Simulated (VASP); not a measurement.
# ReRhO (P4/mmm) in VASP: a series of runs

ReRhO is run at these levels: PBE; tasks: single point.

All numbers are computed with VASP 6.6.1; they aren't measurements. Logs are shortened: lines on timing, memory, paths and dates and some standing lists are left out, and cuts for length are marked.

### Step 1. The cell of the first run

Symmetry: P4/mmm, No. 123, tetragonal system. The conventional cell has a = 3.899 Å, b = 3.899 Å, c = 2.858 Å, α = 90.00°, β = 90.00°, γ = 90.00°. Re (site symmetry 4/mmm) has 4 O at 2.76 Å and 2 Re at 2.86 Å and 8 Rh at 3.11 Å within 3.6 Å. Within 1.9 Å of Rh (site symmetry 4/mmm) lie 2 O at 1.43 Å. Within 1.9 Å of O (site symmetry 4/mmm) lie 2 Rh at 1.43 Å.

The cell was generated, and may not be a known phase.

### Step 2. Single point, PBE, collinear spin, ferromagnetic start

File INCAR:

```
SYSTEM = ReRhO
PREC = Accurate
ENCUT = 520
EDIFF = 1E-6
ISMEAR = 0
SIGMA = 0.1
LREAL = .False.
LASPH = .True.
NELM = 150
ALGO = Normal
ISIF = 2
LWAVE = .False.
LCHARG = .True.
ISPIN = 2
MAGMOM = 1 1 0
LORBIT = 11
LMAXMIX = 4
GGA = PE
LELF = .True.
LVHAR = .True.
NBANDS = 25
```

File KPOINTS:

```
Automatic mesh
0
Gamma
  4 4 6
  0 0 0
```

File POSCAR:

```
ReRhO
1.0
    3.8991482500      0.0000000000      0.0000000000
    0.0000000000      3.8991482500      0.0000000000
    0.0000000000      0.0000000000      2.8582716700
Re Rh O
1 1 1
Direct
    0.0000000000      0.0000000000      0.5000000000
    0.5000000000      0.5000000000      0.0000000000
    0.5000000000      0.5000000000      0.5000000000
```

Potentials or basis: VASP PAW PBE potentials, release 64 (Re, Rh_pv, O).

Command:

```bash
$ cat potpaw_PBE.64/Re/POTCAR potpaw_PBE.64/Rh_pv/POTCAR potpaw_PBE.64/O/POTCAR > POTCAR
$ mpirun -np 1 vasp_std > vasp.out
```

OUTCAR:

```text
SYSTEM = ReRhO
   PREC = Accurate
   ENCUT = 520
   EDIFF = 1E-6
   ISMEAR = 0
   LREAL = .False.
   LASPH = .True.
   NELM = 150
   ISIF = 2
   ISPIN = 2
   LORBIT = 11
   GGA = PE

 ion  position               nearest neighbor table
   1  0.000  0.000  0.500-   2 3.11   2 3.11   2 3.11   2 3.11   2 3.11   2 3.11   2 3.11   2 3.11

   2  0.500  0.500  0.000-   3 1.43   3 1.43   1 3.11   1 3.11   1 3.11   1 3.11   1 3.11   1 3.11
                             1 3.11   1 3.11
   3  0.500  0.500  0.500-   2 1.43   2 1.43

  LATTYP: Found a simple tetragonal cell.
 ALAT       =     3.8991482500
 C/A-ratio  =     0.7330502681

  Lattice vectors:

 A1 = (   3.8991482500,   0.0000000000,   0.0000000000)
 A2 = (   0.0000000000,   3.8991482500,   0.0000000000)
 A3 = (   0.0000000000,   0.0000000000,   2.8582716700)

Analysis of symmetry for initial positions (statically):
=====================================================================
 Subroutine PRICEL returns:
 Original cell was already a primitive cell.

 Routine SETGRP: Setting up the symmetry group for a
 simple tetragonal supercell.

 Subroutine GETGRP returns: Found 16 space group operations
 (whereof 16 operations were pure point group operations)
 out of a pool of 16 trial point group operations.

The static configuration has the point symmetry D_4h.

Analysis of symmetry for dynamics (positions and initial velocities):
=====================================================================
 Subroutine PRICEL returns:
 Original cell was already a primitive cell.

 Routine SETGRP: Setting up the symmetry group for a
 simple tetragonal supercell.

 Subroutine GETGRP returns: Found 16 space group operations
 (whereof 16 operations were pure point group operations)
 out of a pool of 16 trial point group operations.

The dynamic configuration has the point symmetry D_4h.

Analysis of structural, dynamic, and magnetic symmetry:
=====================================================================
 Subroutine PRICEL returns:
 Original cell was already a primitive cell.

 Routine SETGRP: Setting up the symmetry group for a
 simple tetragonal supercell.

 Subroutine GETGRP returns: Found 16 space group operations
 (whereof 16 operations were pure point group operations)
 out of a pool of 16 trial point group operations.

The overall configuration has the point symmetry D_4h.

 Subroutine INISYM returns: Found 16 space group operations
 (whereof 16 operations are pure point group operations),
 and found     1 'primitive' translations

----------------------------------------------------------------------------------------

                                     Primitive cell

  volume of cell :      43.4553

  direct lattice vectors                    reciprocal lattice vectors
     3.899148250  0.000000000  0.000000000     0.256466268  0.000000000  0.000000000
     0.000000000  3.899148250  0.000000000     0.000000000  0.256466268  0.000000000
     0.000000000  0.000000000  2.858271670     0.000000000  0.000000000  0.349861775

  length of vectors
     3.899148250  3.899148250  2.858271670     0.256466268  0.256466268  0.349861775

  position of ions in fractional coordinates (direct lattice)
     0.000000000  0.000000000  0.500000000
     0.500000000  0.500000000  0.000000000
     0.500000000  0.500000000  0.500000000

  ion indices of the primitive-cell ions
   primitive index   ion index
                 1           1
                 2           2
                 3           3

----------------------------------------------------------------------------------------

 KPOINTS: Automatic mesh

Automatic generation of k-mesh.
 Grid dimensions read from file:
 generate k-points for:    4    4    6

 Generating k-lattice:

  Cartesian coordinates                     Fractional coordinates (reciprocal lattice)
     0.064116567  0.000000000  0.000000000     0.250000000  0.000000000  0.000000000
     0.000000000  0.064116567  0.000000000     0.000000000  0.250000000  0.000000000
     0.000000000  0.000000000  0.058310296     0.000000000  0.000000000  0.166666667

  Length of vectors
     0.064116567  0.064116567  0.058310296

  Shift w.r.t. Gamma in fractional coordinates (k-lattice)
     0.000000000  0.000000000  0.000000000

 Subroutine IBZKPT returns following result:
 ===========================================

 Found     24 irreducible k-points:

 Following reciprocal coordinates:
            Coordinates               Weight
  0.000000  0.000000  0.000000      1.000000
  0.250000  0.000000  0.000000      4.000000
  0.500000  0.000000  0.000000      2.000000
  0.250000  0.250000  0.000000      4.000000
  0.500000  0.250000  0.000000      4.000000
  0.500000  0.500000  0.000000      1.000000
[... 16 lines left out ...]
  0.500000  0.250000  0.500000      4.000000
  0.500000  0.500000  0.500000      1.000000
   k-points           NKPTS =     24   k-points in BZ     NKDIM =     24   number of bands    NBANDS=     25
   number of dos      NEDOS =    301   number of ions     NIONS =      3
   total plane-waves  NPLWV =  21600
   dimension x,y,z NGX =    30 NGY =   30 NGZ =   24
   dimension x,y,z NGXF=    60 NGYF=   60 NGZF=   48
   ions per type =               1   1   1
   NGX,Y,Z   is equivalent  to a cutoff of  12.79, 12.79, 13.96 a.u.
   NGXF,Y,Z  is equivalent  to a cutoff of  25.58, 25.58, 27.92 a.u.
 SYSTEM =  ReRhO
   PREC   = accura    normal or accurate (medium, high low for compatibility)
   ISTART =      0    job   : 0-new  1-cont  2-samecut
   ICHARG =      2    charge: 1-file 2-atom 10-const
   ISPIN  =      2    spin polarized calculation?
   LNONCOLLINEAR =      F non collinear calculations
   LSORBIT =      F    spin-orbit coupling
   LASPH  =      T    aspherical Exc in radial PAW
   ENCUT  =  520.0 eV  38.22 Ry    6.18 a.u.   7.25  7.25  5.31*2*pi/ulx,y,z
   NELM   =    150;   NELMIN=  2; NELMDL= -5     # of ELM steps
   EDIFF  = 0.1E-05   stopping-criterion for ELM
   LREAL  =      F    real-space projection
[... 7 lines left out ...]
   TEBEG  =    0.0;   TEEND  =   0.0 temperature during run
   PSTRESS=    0.0 pullay stress
   NELECT =      28.0000    total number of electrons
   NUPDOWN=      -1.0000    fix difference up-down
   EMIN   =  10.00;   EMAX   =-10.00  energy-range for DOS
   EFERMI =   0.00;   METHOD = LEGACY
   ISMEAR =     0;   SIGMA  =   0.10  broadening in eV -4-tet -1-fermi 0-gaus
   EFERMI_NEDOS =   21; number of points for ismear=-14 and -15
   IALGO  =     38    algorithm
   IMIX   =      4    mixing-type and parameters
     AMIX     =   0.40;   BMIX     =  1.00
     AMIX_MAG =   1.60;   BMIX_MAG =  1.00
  volume/ion in A,a.u.               =      14.49        97.75
  Fermi-wavevector in a.u.,A,eV,Ry     =   1.413991  2.672055 27.203071  1.999369
  Thomas-Fermi vector in A             =   2.535579
   LORBIT       =     11    0 simple, 1 ext, 2 COOP (PROOUT), +10 PAW based schemes
   GGA     = PE    functional components
   LHFCALC =     F    Hartree Fock is set to
   AEXX    =    0.0000 exact exchange contribution
   IVDW    =     0    specifies the selected vdW correction
   LEPSILON=     F    determine dielectric tensor
   LRPA    =     F    only Hartree local field effects (RPA)
 spin polarized calculation
 Gauss-broadening in eV      SIGMA  =   0.10
  energy-cutoff  :      520.00
  volume of cell :       43.46
 maximum number of plane-waves:      1196
 NGX is ok and might be reduce to    30
   NGX = 15   NGY = 15   NGZ = 11

 number of electron      28.0000010 magnetization       2.5490899

 Free energy of the ion-electron system (eV)
  ---------------------------------------------------
  ext. energy  EPLUGINS =         0.00000000
  ---------------------------------------------------
  free energy    TOTEN  =       -10.47352587 eV

  energy without entropy =      -10.45822604  energy(sigma->0) =      -10.46587596

 E-fermi :   7.5714     XC(G=0): -12.0706

 val. band max:        7.5652345653   @ k =   0.2500   0.0000   0.5000
 cond. band min:       7.5737835168   @ k =   0.2500   0.0000   0.1667
 fundamental gap:      0.0085489515
 Fermi energy:         7.5713599966

 spin component 1

 k-point     1 :       0.0000    0.0000    0.0000
  band No.  band energies     occupation
      1     -44.1041      1.00000
      2     -40.4678      1.00000
      3     -40.4678      1.00000
      4     -18.7707      1.00000
      5      -1.0923      1.00000
      6      -1.0923      1.00000
[... 17 lines left out ...]
     24      22.8624      0.00000
     25      22.8624      0.00000

 k-point     2 :       0.2500    0.0000    0.0000
  band No.  band energies     occupation
      1     -44.1039      1.00000
      2     -40.4702      1.00000
      3     -40.4679      1.00000
      4     -18.7581      1.00000
      5      -1.7265      1.00000
      6      -1.2391      1.00000
[... 17 lines left out ...]
     24      21.7916      0.00000
     25      23.5834      0.00000

 k-point     3 :       0.5000    0.0000    0.0000
  band No.  band energies     occupation
      1     -44.1038      1.00000
      2     -40.4727      1.00000
      3     -40.4679      1.00000
      4     -18.7455      1.00000
      5      -2.0379      1.00000
      6      -1.3726      1.00000
[... 552 lines left out ...]
 k-point    23 :       0.5000    0.2500    0.5000
  band No.  band energies     occupation
      1     -44.5651      1.00000
      2     -40.4078      1.00000
      3     -40.4058      1.00000
      4     -12.2161      1.00000
      5      -8.7297      1.00000
      6      -5.5288      1.00000
[... 17 lines left out ...]
     24      21.3159      0.00000
     25      24.0857      0.00000

 k-point    24 :       0.5000    0.5000    0.5000
  band No.  band energies     occupation
      1     -44.5651      1.00000
      2     -40.4078      1.00000
      3     -40.4078      1.00000
      4     -12.2193      1.00000
      5      -8.7291      1.00000
      6      -5.4369      1.00000
[... 17 lines left out ...]
     24      21.5586      0.00000
     25      24.4608      0.00000
 Fermi energy:         7.5713599966

 spin component 2

 k-point     1 :       0.0000    0.0000    0.0000
  band No.  band energies     occupation
      1     -44.0577      1.00000
      2     -40.3486      1.00000
      3     -40.3486      1.00000
      4     -18.6461      1.00000
      5      -0.9129      1.00000
      6      -0.9129      1.00000
[... 17 lines left out ...]
     24      23.1983      0.00000
     25      23.1983      0.00000

 k-point     2 :       0.2500    0.0000    0.0000
  band No.  band energies     occupation
      1     -44.0575      1.00000
      2     -40.3510      1.00000
      3     -40.3486      1.00000
      4     -18.6346      1.00000
      5      -1.4450      1.00000
      6      -1.0166      1.00000
[... 17 lines left out ...]
     24      22.1396      0.00000
     25      24.1359      0.00000

 k-point     3 :       0.5000    0.0000    0.0000
  band No.  band energies     occupation
      1     -44.0574      1.00000
      2     -40.3535      1.00000
      3     -40.3486      1.00000
      4     -18.6232      1.00000
      5      -1.7309      1.00000
      6      -1.1141      1.00000
[... 552 lines left out ...]
 k-point    23 :       0.5000    0.2500    0.5000
  band No.  band energies     occupation
      1     -44.5150      1.00000
      2     -40.2884      1.00000
      3     -40.2864      1.00000
      4     -12.0749      1.00000
      5      -8.6765      1.00000
      6      -5.3717      1.00000
[... 17 lines left out ...]
     24      21.7246      0.00000
     25      24.2429      0.00000

 k-point    24 :       0.5000    0.5000    0.5000
  band No.  band energies     occupation
      1     -44.5150      1.00000
      2     -40.2884      1.00000
      3     -40.2884      1.00000
      4     -12.0762      1.00000
      5      -8.6759      1.00000
      6      -5.2973      1.00000
[... 17 lines left out ...]
     24      21.9809      0.00000
     25      24.5548      0.00000

------------------------ aborting loop because EDIFF is reached ----------------------------------------

  FORCE on cell =-STRESS in cart. coord.  units (eV):
  Direction    XX          YY          ZZ          XY          YZ          ZX
  --------------------------------------------------------------------------------------
  -------------------------------------------------------------------------------------
  Total        0.7774062      0.7774062     99.9006185      0.0000000      0.0000000     -0.0000000
  in kB       28.6625996     28.6625996   3683.2886869      0.0000000      0.0000000     -0.0000000
  external PRESSURE =    1246.8712954 kB  Pullay stress =       0.0000000 kB

 VOLUME and BASIS-vectors are now :
 -----------------------------------------------------------------------------
  energy-cutoff  :      520.00
  volume of cell :       43.46
      direct lattice vectors                 reciprocal lattice vectors
     3.899148250  0.000000000  0.000000000     0.256466268  0.000000000  0.000000000
     0.000000000  3.899148250  0.000000000     0.000000000  0.256466268  0.000000000
     0.000000000  0.000000000  2.858271670     0.000000000  0.000000000  0.349861775

 POSITION                                       TOTAL-FORCE (eV/Angst)
 -----------------------------------------------------------------------------------
      0.00000      0.00000      1.42914         0.000000      0.000000      0.000000
      1.94957      1.94957      0.00000         0.000000      0.000000      0.000000
      1.94957      1.94957      1.42914         0.000000      0.000000      0.000000
 -----------------------------------------------------------------------------------
    total drift:                                0.000000      0.000000      0.000000

  FREE ENERGIE OF THE ION-ELECTRON SYSTEM (eV)
  ---------------------------------------------------
  free  energy   TOTEN  =       -10.4735258706 eV

  energy  without entropy=      -10.4582260445  energy(sigma->0) =      -10.46587596

 total charge

# of ion       s       p       d       tot
------------------------------------------
    1        0.485   0.253   4.687   5.426
    2        0.628   7.070   7.893  15.590
    3        1.711   3.862   0.000   5.573
--------------------------------------------------
tot          2.824  11.185  12.579  26.589

 magnetization (x)

# of ion       s       p       d       tot
------------------------------------------
    1        0.086   0.031   2.046   2.163
    2       -0.037  -0.013   0.114   0.064
    3        0.005   0.068   0.000   0.074
--------------------------------------------------
tot          0.055   0.087   2.159   2.301
```

It took 4.3 min on 1 thread of Oxide Virtual Turin-like, shared host; peak memory 0.17 GiB.

Results:

```yaml
Free_energy: -10.4735 eV
Pressure: 124.7 GPa
Net_moment: 2.55 μB per cell
Site_moments: Re +2.16; Rh +0.06; O +0.07 μB
Valence_electrons_inside_the_program's_atomic_spheres: Re 5.43; Rh 15.59; O 5.57
```

Levels at points of the mesh, in eV from the Fermi level:
Spin up:
```
           k point  band 13  band 14  band 15  band 16  band 17  band 18
(0.00, 0.00, 0.00)    -3.56    -0.95    -0.03     0.60     0.60     3.24
(0.50, 0.00, 0.00)    -2.97    -2.27    -1.11    -0.55     0.18     0.44
(0.50, 0.50, 0.00)    -2.96    -0.84     0.51     0.51     0.69     0.69
(0.00, 0.00, 0.50)    -2.58    -2.27    -1.37     3.94     3.94     4.61
(0.50, 0.00, 0.50)    -0.57     0.08     0.47     3.18     3.33     3.97
(0.50, 0.50, 0.50)    -0.43    -0.28     1.02     3.90     3.90     4.89
```
Spin down:
| k point | band 10 | band 11 | band 12 | band 13 | band 14 | band 15 | band 16 | band 17 |
| --- | --- | --- | --- | --- | --- | --- | --- | --- |
| (0.00, 0.00, 0.00) | -4.71 | -4.02 | -3.67 | -2.49 | 0.22 | 1.46 | 1.89 | 1.89 |
| (0.50, 0.00, 0.00) | -4.14 | -3.71 | -3.68 | -2.90 | -0.95 | 0.57 | 1.09 | 1.44 |
| (0.50, 0.50, 0.00) | -4.07 | -3.66 | -2.89 | -2.13 | 0.97 | 1.07 | 1.07 | 1.77 |
| (0.00, 0.00, 0.50) | -3.00 | -1.62 | -1.62 | -1.22 | -0.66 | 0.52 | 4.10 | 4.10 |
| (0.50, 0.00, 0.50) | -2.32 | 0.07 | 0.23 | 0.74 | 1.12 | 1.83 | 3.66 | 4.07 |
| (0.50, 0.50, 0.50) | -2.71 | -2.57 | 0.18 | 1.02 | 1.43 | 1.44 | 4.07 | 4.07 |

Caveat: the k points lie up to 0.40 Å⁻¹ apart; atoms lie so close that the PAW spheres overlap strongly, which falsifies energies and pressures; spin-orbit coupling is left out, which moves the levels of the heavy elements.

### Step 3. Single point, PBE

This run uses another cell than the first one, of 12.45 Å³/atom.

File INCAR:

```
SYSTEM = ReRhO
PREC = Accurate
ENCUT = 520
EDIFF = 1E-6
ISMEAR = 0
SIGMA = 0.1
LREAL = .FALSE.
LASPH = .TRUE.
NELM = 100
ALGO = Fast
ISIF = 2
LWAVE = .FALSE.
LCHARG = .FALSE.
GGA = PE
NBANDS = 21
```

File KPOINTS:

```
regular mesh
0
G
  16 16 12
  0 0 0
```

File POSCAR:

```
ReRhO
1.0
    2.9752824665      0.0000000000      0.0000000000
    0.0000000000      2.9752824665      0.0000000000
    0.0000000000      0.0000000000      4.2189525364
Re Rh O
1 1 1
Direct
    0.0000000000      0.0000000000      0.5000000000
    0.5000000000      0.5000000000      0.0000000000
    0.5000000000      0.5000000000      0.5000000000
```

Potentials or basis: VASP PAW PBE potentials, release 64 (Re, Rh_pv, O).

Command:

```bash
$ cat potpaw_PBE.64/Re/POTCAR potpaw_PBE.64/Rh_pv/POTCAR potpaw_PBE.64/O/POTCAR > POTCAR
$ mpirun -np 1 vasp_std > vasp.out
```

It took 6.6 min on 1 thread of Oxide Virtual Turin-like, shared host; peak memory 0.33 GiB.

It converged, with:

| Property | Result |
| --- | --- |
| Free energy | -22.9058 eV |
| Pressure | 1.5 GPa |
| Band gap on the k mesh | zero (bands 14 and 15 overlap by 1.65 eV) |

Stress tensor (GPa, compression positive):
```
 2.20  0.00  0.00
 0.00  2.20  0.00
 0.00  0.00 -0.03
```

Levels at points of the mesh, in eV from the Fermi level:
| k point | band 11 | band 12 | band 13 | band 14 | band 15 | band 16 | band 17 | band 18 |
| --- | --- | --- | --- | --- | --- | --- | --- | --- |
| (0.00, 0.00, 0.00) | -3.03 | -2.76 | -1.76 | -1.39 | -0.06 | 0.16 | 0.81 | 0.81 |
| (0.50, 0.00, 0.00) | -1.84 | -1.73 | -1.00 | -0.73 | -0.42 | -0.13 | 3.01 | 4.54 |
| (0.50, 0.50, 0.00) | -1.11 | 0.16 | 0.60 | 0.60 | 0.80 | 1.09 | 1.49 | 4.07 |
| (0.00, 0.00, 0.50) | -2.02 | -1.23 | -1.23 | -0.99 | -0.99 | -0.83 | -0.69 | 0.11 |
| (0.50, 0.00, 0.50) | -1.17 | -0.42 | -0.24 | -0.19 | 0.76 | 1.44 | 1.49 | 4.55 |
| (0.50, 0.50, 0.50) | -2.14 | -2.14 | -0.58 | 0.17 | 1.07 | 1.21 | 1.50 | 5.03 |

Caveat: spin-orbit coupling is left out, which moves the levels of the heavy elements.
